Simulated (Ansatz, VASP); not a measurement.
# Ge in VASP and in Ansatz

```
CELL_PARAMETERS angstrom
0.00000 2.83000 2.83000
2.83000 0.00000 2.83000
2.83000 2.83000 0.00000
ATOMIC_POSITIONS crystal
Ge 0.00000 0.00000 0.00000
Ge 0.25000 0.25000 0.25000
```

Alike in both runs: task relaxation of cell and atoms; functional LDA; k mesh 10 × 10 × 10; occupations gaussian, width 0.01 eV; no spin polarisation.

|  | VASP | Ansatz |
| --- | --- | --- |
| version | VASP 6.6.1 | Ansatz 0.2.0 |
| potentials or method | VASP PAW LDA potentials, release 64 (Ge_d) | scalar-relativistic, plane waves, PAW |
| plane-wave cutoff (eV) | 600 | 420 |
| valence electrons in the cell | 28 | 28 |

|  | VASP | Ansatz | Ansatz less VASP |
| --- | --- | --- | --- |
| relaxed volume (Å³/atom) | 22.25 | 22.21 | -0.042 |
| relaxed cell length with the largest relative difference (Å) | 3.978 | 3.975 | -0.0025 |

LDA's correlation is that of Perdew and Zunger in VASP and of Perdew and Wang (1992) in Ansatz.
